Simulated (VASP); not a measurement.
Write the native input for VASP 6.6.1 that does the following.

| Item | Value |
| --- | --- |
| Task | single point |
| Functional | PBE |
| Potentials or basis | VASP PAW PBE potentials, release 64 (Zr_sv, Si) |
| Cutoff | 500 eV |
| k mesh | 4 × 4 × 4 |
| Occupations | gaussian, width 0.1 eV |
| Spin | no spin polarisation |
| Dipole correction | no |
| Further INCAR settings | ALGO = Normal; EDIFF = 1e-06; NBANDS = 39 |

The structure of Zr4Si3 lies in POSCAR:

```
Zr4Si3
1.0
   -3.2337032775      3.2337032775      3.2337032775
    3.2337032775     -3.2337032775      3.2337032775
    3.2337032775      3.2337032775     -3.2337032775
Zr Si
4 3
Direct
    0.6038911658      0.6038911658      0.6038911658
    0.0000000000      0.0000000000      0.3961088342
    0.0000000000      0.3961088342      0.0000000000
    0.3961088342      0.0000000000      0.0000000000
    0.0000000000      0.5000000000      0.5000000000
    0.5000000000      0.0000000000      0.5000000000
    0.5000000000      0.5000000000      0.0000000000
```

One way to write it, as run:

INCAR

```
SYSTEM = Zr4Si3
  ALGO = Normal
  EDIFF = 1E-6
  ENCUT = 500
  GGA = PE
  GGA_COMPAT = .False.
  ISIF = 2
  ISMEAR = 0
  LASPH = .True.
  LCHARG = .False.
  LREAL = .False.
  LWAVE = .False.
  NBANDS = 39
  NELM = 120
  PREC = Accurate
  SIGMA = 0.1
```

KPOINTS

```
k-points
0
Gamma
  4 4 4
  0 0 0
```

Potentials or basis: VASP PAW PBE potentials, release 64 (Zr_sv, Si).

The run is started by

```sh
$ cat potpaw_PBE.64/Zr_sv/POTCAR potpaw_PBE.64/Si/POTCAR > POTCAR
$ mpirun -np 1 vasp_std > vasp.out
```

It gave:

| Item | Value |
| --- | --- |
| Pressure | -0.5 GPa |
| Largest force | 0.078 eV/Å |
| Band gap on the k mesh | zero (band 30 reaches 9.74 eV, above the bottom of band 31 at 8.61 eV) |

Wall time 2 min on 1 thread of Intel Xeon 8259CL (shared host), peak memory 0.25 GiB.
